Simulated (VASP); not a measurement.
# TiO2 (Imma) in VASP: a series of runs

The runs below take TiO2 through single point, with PBE+U.

Program: VASP 6.6.1. These are calculated values, not measurements. Logs are shortened: lines on timing, memory, paths and dates and some standing lists are left out, and cuts for length are marked.

## 1. The cell of the first run

It takes space group Imma (No. 74, orthorhombic). The conventional cell has a = 3.775 Å, b = 3.990 Å, c = 9.665 Å, α = 90.00°, β = 90.00°, γ = 90.00°. Ti (site symmetry mm2) has 6 O at 1.94 to 2.03 Å within 2.6 Å. O (site symmetry mm2) has 3 Ti at 1.96 to 2.03 Å and 2 O at 2.54 Å within 2.6 Å. O (site symmetry mm2) has 3 Ti at 1.94 to 2.03 Å and 2 O at 2.47 Å within 2.6 Å.

## 2. Single point, PBE+U (uniaxial strain along a: +4.5 %)

INCAR

```
PREC = Accurate
ENCUT = 520
EDIFF = 1E-6
ISMEAR = 0
SIGMA = 0.02
LREAL = False
LASPH = True
NELM = 150
ALGO = Normal
ISIF = 2
LWAVE = False
LCHARG = False
LMAXMIX = 4
LDAU = True
LDAUTYPE = 2
LDAUL = 2 -1
LDAUU = 4 0
LDAUJ = 0 0
LDAUPRINT = 1
GGA = PE
NBANDS = 60
```

KPOINTS

```
Automatic mesh
0
Gamma
  6 6 4
```

POSCAR

```
TiO2
1.0
    3.9898107587      0.0000000000      0.0000000000
    0.0000000000      3.7750482178      0.0000000000
    0.0000000000      0.0000000000      9.6651428603
Ti O
4 8
Direct
    0.0000000000      0.0000000000     -0.0031493127
    0.0000000000      0.5000000000      0.2531493127
    0.5000000000      0.5000000000      0.4968506873
    0.5000000000      0.0000000000      0.7531493127
    0.0000000000      0.5000000000      0.4561386810
    0.0000000000      0.0000000000      0.2073586924
    0.0000000000      0.5000000000      0.0426413076
    0.5000000000      0.5000000000      0.2938613190
    0.5000000000      0.0000000000      0.9561386810
    0.5000000000      0.5000000000      0.7073586924
    0.5000000000      0.0000000000      0.5426413076
    0.0000000000      0.0000000000      0.7938613190
```

Potentials or basis: VASP PAW PBE potentials, release 64 (Ti_sv, O).

Started as:

```bash
$ cat potpaw_PBE.64/Ti_sv/POTCAR potpaw_PBE.64/O/POTCAR > POTCAR
$ mpirun -np 1 vasp_std > vasp.out
```

OUTCAR:

```text
PREC = Accurate
   ENCUT = 520
   EDIFF = 1E-6
   ISMEAR = 0
   LREAL = False
   LASPH = True
   NELM = 150
   ISIF = 2
   GGA = PE

 ion  position               nearest neighbor table
   1  0.000  0.000  0.997-   7 1.94   7 1.94  12 1.96   9 2.03   9 2.03   6 2.03
   2  0.000  0.500  0.253-   6 1.94   6 1.94   5 1.96   8 2.03   8 2.03   7 2.03
   3  0.500  0.500  0.497-  11 1.94  11 1.94   8 1.96   5 2.03   5 2.03  10 2.03
   4  0.500  0.000  0.753-  10 1.94  10 1.94   9 1.96  12 2.03  12 2.03  11 2.03
   5  0.000  0.500  0.456-   2 1.96   3 2.03   3 2.03
   6  0.000  0.000  0.207-   2 1.94   2 1.94   1 2.03
   7  0.000  0.500  0.043-   1 1.94   1 1.94   2 2.03
   8  0.500  0.500  0.294-   3 1.96   2 2.03   2 2.03
   9  0.500  0.000  0.956-   4 1.96   1 2.03   1 2.03
  10  0.500  0.500  0.707-   4 1.94   4 1.94   3 2.03
  11  0.500  0.000  0.543-   3 1.94   3 1.94   4 2.03
  12  0.000  0.000  0.794-   1 1.96   4 2.03   4 2.03

  LATTYP: Found a simple orthorhombic cell.
 ALAT       =     3.7750482178
 B/A-ratio  =     1.0568900127
 C/A-ratio  =     2.5602700423

  Lattice vectors:

 A1 = (   0.0000000000,  -3.7750482178,   0.0000000000)
 A2 = (   3.9898107587,   0.0000000000,   0.0000000000)
 A3 = (   0.0000000000,   0.0000000000,   9.6651428603)

Analysis of symmetry for initial positions (statically):
=====================================================================
 Subroutine PRICEL returns following result:

  LATTYP: Found a body centered orthorhombic cell.
 ALAT       =     3.7750482178
 B/A-ratio  =     1.0568900127
 C/A-ratio  =     2.5602700423

  Lattice vectors:

 A1 = (   1.9949053794,   1.8875241089,   4.8325714302)
 A2 = (  -1.9949053793,  -1.8875241089,   4.8325714301)
 A3 = (   1.9949053793,  -1.8875241089,  -4.8325714301)

   2 primitive cells build up your supercell.

 Routine SETGRP: Setting up the symmetry group for a
[... 306 lines left out ...]
  o =  0.0861  v =  0.0000 -0.0000 -0.0000 -1.0000 -0.0000  0.0000  0.0000  0.0000  0.0000  0.0000      0.0000  0.0000  0.0000  0.0000  0.0000  0.0000  0.0000  0.0000  0.0000  0.0000
  o =  0.0861  v =  0.0000  0.0000  0.0000  0.0000  0.0000  0.0000 -0.0000 -0.0000 -1.0000 -0.0000      0.0000  0.0000  0.0000  0.0000  0.0000  0.0000  0.0000  0.0000  0.0000  0.0000
  o =  0.1001  v =  1.0000  0.0000  0.0000  0.0000  0.0000  0.0000  0.0000  0.0000  0.0000  0.0000      0.0000  0.0000  0.0000  0.0000  0.0000  0.0000  0.0000  0.0000  0.0000  0.0000
  o =  0.1001  v =  0.0000  0.0000  0.0000  0.0000  0.0000  1.0000  0.0000  0.0000  0.0000  0.0000      0.0000  0.0000  0.0000  0.0000  0.0000  0.0000  0.0000  0.0000  0.0000  0.0000
  o =  0.1126  v =  0.0000 -1.0000 -0.0000  0.0000 -0.0000  0.0000  0.0000  0.0000  0.0000  0.0000      0.0000  0.0000  0.0000  0.0000  0.0000  0.0000  0.0000  0.0000  0.0000  0.0000
  o =  0.1126  v =  0.0000  0.0000  0.0000  0.0000  0.0000  0.0000 -1.0000 -0.0000  0.0000 -0.0000      0.0000  0.0000  0.0000  0.0000  0.0000  0.0000  0.0000  0.0000  0.0000  0.0000
  o =  0.2304  v =  0.0000  0.0000  0.0000  0.0000  0.0000  0.0000  0.0000  0.4340  0.0000 -0.9009      0.0000  0.0000  0.0000  0.0000  0.0000  0.0000  0.0000  0.0000  0.0000  0.0000
  o =  0.2304  v =  0.0000  0.0000  0.4340  0.0000 -0.9009  0.0000  0.0000  0.0000  0.0000  0.0000      0.0000  0.0000  0.0000  0.0000  0.0000  0.0000  0.0000  0.0000  0.0000  0.0000
  o =  0.2554  v =  0.0000 -0.0000  0.9009  0.0000  0.4340  0.0000  0.0000  0.0000  0.0000  0.0000      0.0000  0.0000  0.0000  0.0000  0.0000  0.0000  0.0000  0.0000  0.0000  0.0000
  o =  0.2554  v =  0.0000  0.0000  0.0000  0.0000  0.0000  0.0000 -0.0000  0.9009  0.0000  0.4340      0.0000  0.0000  0.0000  0.0000  0.0000  0.0000  0.0000  0.0000  0.0000  0.0000

 number of electron      95.9999957 magnetization

 Free energy of the ion-electron system (eV)
  ---------------------------------------------------
  ext. energy  EPLUGINS =         0.00000000
  ---------------------------------------------------
  free energy    TOTEN  =       -96.86822488 eV

  energy without entropy =      -96.86822488  energy(sigma->0) =      -96.86822488

 E-fermi :   3.1658     XC(G=0): -10.4095

 val. band max:        2.9609835699   @ k =   0.5000   0.3333   0.0000
 cond. band min:       5.5814037543   @ k =   0.0000   0.0000   0.0000
 fundamental gap:      2.6204201844
 Fermi energy:         3.1658298887

 k-point     1 :       0.0000    0.0000    0.0000
  band No.  band energies     occupation
      1     -54.5932      2.00000
      2     -54.5722      2.00000
      3     -54.5706      2.00000
      4     -54.5495      2.00000
      5     -30.9175      2.00000
      6     -30.7786      2.00000
[... 1501 lines left out ...]
     59       7.4900      0.00000
     60       7.4900      0.00000

 [... further k-points ...]

------------------------ aborting loop because EDIFF is reached ----------------------------------------

  FORCE on cell =-STRESS in cart. coord.  units (eV):
  Direction    XX          YY          ZZ          XY          YZ          ZX
  --------------------------------------------------------------------------------------
  -------------------------------------------------------------------------------------
  Total       -7.5477465      6.0673133      1.9352042      0.0000000      0.0000000      0.0000000
  in kB      -83.0701151     66.7765426     21.2987595      0.0000000      0.0000000      0.0000000
  external PRESSURE =       1.6683957 kB  Pullay stress =       0.0000000 kB

 VOLUME and BASIS-vectors are now :
 -----------------------------------------------------------------------------
  energy-cutoff  :      520.00
  volume of cell :      145.57
      direct lattice vectors                 reciprocal lattice vectors
     3.989810759  0.000000000  0.000000000     0.250638454  0.000000000  0.000000000
     0.000000000  3.775048218  0.000000000     0.000000000  0.264897279  0.000000000
     0.000000000  0.000000000  9.665142860     0.000000000  0.000000000  0.103464586

 POSITION                                       TOTAL-FORCE (eV/Angst)
 -----------------------------------------------------------------------------------
      0.00000      0.00000      9.63470        -0.000000      0.000000     -0.350213
      0.00000      1.88752      2.44672        -0.000000     -0.000000      0.350213
      1.99491      1.88752      4.80213        -0.000000      0.000000     -0.350213
      1.99491      0.00000      7.27930         0.000000     -0.000000      0.350213
      0.00000      1.88752      4.40865         0.000000     -0.000000      0.165370
      0.00000      0.00000      2.00415         0.000000     -0.000000      0.076494
      0.00000      1.88752      0.41213        -0.000000     -0.000000     -0.076494
      1.99491      1.88752      2.84021         0.000000     -0.000000     -0.165370
      1.99491      0.00000      9.24122        -0.000000     -0.000000      0.165370
      1.99491      1.88752      6.83672         0.000000     -0.000000      0.076494
      1.99491      0.00000      5.24471        -0.000000      0.000000     -0.076494
      0.00000      0.00000      7.67278        -0.000000      0.000000     -0.165370
 -----------------------------------------------------------------------------------
    total drift:                                0.000000      0.000000      0.000000

  FREE ENERGIE OF THE ION-ELECTRON SYSTEM (eV)
  ---------------------------------------------------
  free  energy   TOTEN  =       -96.8682248841 eV

  energy  without entropy=      -96.8682248841  energy(sigma->0) =      -96.86822488
```

stdout:

```text
POSCAR found type information on POSCAR TiO
 POSCAR found :  2 types and      12 ions
 scaLAPACK will be used
 LDA part: xc-table for (Slater+PW92), standard interpolation
 POSCAR, INCAR and KPOINTS ok, starting setup
 FFT: planning ... GRIDC
 FFT: planning ... GRID_SOFT
 FFT: planning ... GRID
 WAVECAR not read
 entering main loop
```

It took 11 min on 1 thread of Oxide Virtual Turin-like, shared host; peak memory 0.39 GiB.

What came out:

| Quantity | Value |
| --- | --- |
| Free energy | -96.8682 eV |
| Pressure | 0.2 GPa |
| Largest force | 0.350 eV/Å |
| Band gap on the k mesh | 2.62 eV |

Forces on the atoms (eV/Å):
```
Ti   0.000  0.000 -0.350
Ti   0.000  0.000  0.350
Ti   0.000  0.000 -0.350
Ti   0.000  0.000  0.350
O    0.000  0.000  0.165
O    0.000  0.000  0.076
O    0.000  0.000 -0.076
O    0.000  0.000 -0.165
O    0.000  0.000  0.165
O    0.000  0.000  0.076
O    0.000  0.000 -0.076
O    0.000  0.000 -0.165
```

Eigenvalues of the final occupation matrices:
```tsv
site	spin	trace	eigenvalues
site 1 d	1	0.78	0.09 0.10 0.11 0.23 0.26
site 1 d	2	0.78	0.09 0.10 0.11 0.23 0.26
site 2 d	1	0.78	0.09 0.10 0.11 0.23 0.26
site 2 d	2	0.78	0.09 0.10 0.11 0.23 0.26
site 3 d	1	0.78	0.09 0.10 0.11 0.23 0.26
site 3 d	2	0.78	0.09 0.10 0.11 0.23 0.26
site 4 d	1	0.78	0.09 0.10 0.11 0.23 0.26
site 4 d	2	0.78	0.09 0.10 0.11 0.23 0.26
```

Caveat: the cell differs from its parent crystal (uniaxial strain along a: +4.5 %); the stress differs along the axes, from -8 to 7 GPa. A k mesh can miss the band edges.

## 3. Single point, PBE+U (uniaxial strain along a: +3.0 %)

INCAR

```
PREC     = Accurate       # precision mode
ENCUT    = 520            # plane-wave cutoff, eV
EDIFF    = 1E-7           # SCF threshold, eV
ISMEAR   = 0              # smearing method
SIGMA    = 0.02           # smearing width, eV
LREAL    = F              # projectors in reciprocal space
LASPH    = T              # aspherical terms in the spheres
NELM     = 150            # most SCF steps
ALGO     = Normal         # electronic algorithm
ISIF     = 2              # what is computed and relaxed
LWAVE    = F              # write WAVECAR
LCHARG   = F              # write CHGCAR
LMAXMIX  = 4              # l up to which the mixer works
LDAU     = T              # DFT+U
LDAUTYPE = 2            
LDAUL    = 2 -1           # shell
LDAUU    = 4 0            # U, eV
LDAUJ    = 0 0          
LDAUPRINT= 1            
GGA      = PE             # functional
NBANDS   = 60             # bands
```

KPOINTS is that of step 2.

POSCAR

```
TiO2
1.0
    3.9325407478      0.0000000000      0.0000000000
    0.0000000000      3.7893657206      0.0000000000
    0.0000000000      0.0000000000      9.7017995336
Ti O
4 8
Direct
    0.0000000000      0.0000000000     -0.0016293260
    0.0000000000      0.5000000000      0.2516293260
    0.5000000000      0.5000000000      0.4983706740
    0.5000000000      0.0000000000      0.7516293260
    0.0000000000      0.5000000000      0.4557941731
    0.0000000000      0.0000000000      0.2063644327
    0.0000000000      0.5000000000      0.0436355673
    0.5000000000      0.5000000000      0.2942058269
    0.5000000000      0.0000000000      0.9557941731
    0.5000000000      0.5000000000      0.7063644327
    0.5000000000      0.0000000000      0.5436355673
    0.0000000000      0.0000000000      0.7942058269
```

Potentials or basis: VASP PAW PBE potentials, release 64 (Ti_sv, O).

Started as:

```bash
$ cat potpaw_PBE.64/Ti_sv/POTCAR potpaw_PBE.64/O/POTCAR > POTCAR
$ mpirun -np 1 vasp_std > vasp.out
```

Wall time 12 min (1 thread of Oxide Virtual Turin-like, shared host); peak memory 0.39 GiB.

Results (log left out):

| Property | Result |
| --- | --- |
| Free energy | -96.9571 eV |
| Pressure | 1.3 GPa |
| Largest force | 0.386 eV/Å |
| Band gap on the k mesh | 2.65 eV |

Forces in eV/Å, atoms in the order of the input:
```
Ti   0.000  0.000 -0.386
Ti   0.000  0.000  0.386
Ti   0.000  0.000 -0.386
Ti   0.000  0.000  0.386
O    0.000  0.000  0.179
O    0.000  0.000  0.140
O    0.000  0.000 -0.140
O    0.000  0.000 -0.179
O    0.000  0.000  0.179
O    0.000  0.000  0.140
O    0.000  0.000 -0.140
O    0.000  0.000 -0.179
```

Stress tensor (GPa, compression positive):
```
-5.07  0.00  0.00
 0.00  6.34  0.00
 0.00  0.00  2.64
```

Levels at points of the mesh, in eV from the valence-band top:
| k point | band 46 | band 47 | band 48 | band 49 | band 50 | band 51 |
| --- | --- | --- | --- | --- | --- | --- |
| (0.00, 0.00, 0.00) | -0.25 | -0.08 | -0.02 | 2.65 | 2.98 | 3.00 |
| (0.50, 0.00, 0.00) | -0.90 | -0.75 | -0.75 | 3.72 | 3.72 | 3.85 |
| (0.00, 0.50, 0.00) | -0.75 | -0.72 | -0.72 | 3.69 | 3.69 | 3.78 |
| (0.50, 0.50, 0.00) | 0.00 | 0.00 | 0.00 | 3.71 | 3.71 | 3.71 |
| (0.00, 0.00, 0.50) | -0.17 | -0.10 | -0.10 | 2.75 | 2.75 | 3.24 |
| (0.50, 0.00, 0.50) | -0.80 | -0.63 | -0.63 | 3.65 | 3.65 | 3.84 |
| (0.00, 0.50, 0.50) | -0.73 | -0.55 | -0.55 | 3.63 | 3.63 | 3.85 |
| (0.50, 0.50, 0.50) | -0.17 | -0.17 | -0.17 | 3.86 | 3.86 | 3.86 |

Eigenvalues of the final occupation matrices:
```tsv
site	spin	trace	eigenvalues
site 1 d	1	0.79	0.09 0.10 0.11 0.24 0.25
site 1 d	2	0.79	0.09 0.10 0.11 0.24 0.25
site 2 d	1	0.79	0.09 0.10 0.11 0.24 0.25
site 2 d	2	0.79	0.09 0.10 0.11 0.24 0.25
site 3 d	1	0.79	0.09 0.10 0.11 0.24 0.25
site 3 d	2	0.79	0.09 0.10 0.11 0.24 0.25
site 4 d	1	0.79	0.09 0.10 0.11 0.24 0.25
site 4 d	2	0.79	0.09 0.10 0.11 0.24 0.25
```

Caveat: the cell differs from its parent crystal (uniaxial strain along a: +3.0 %); the stress differs along the axes, from -5 to 6 GPa. A k mesh can miss the band edges.
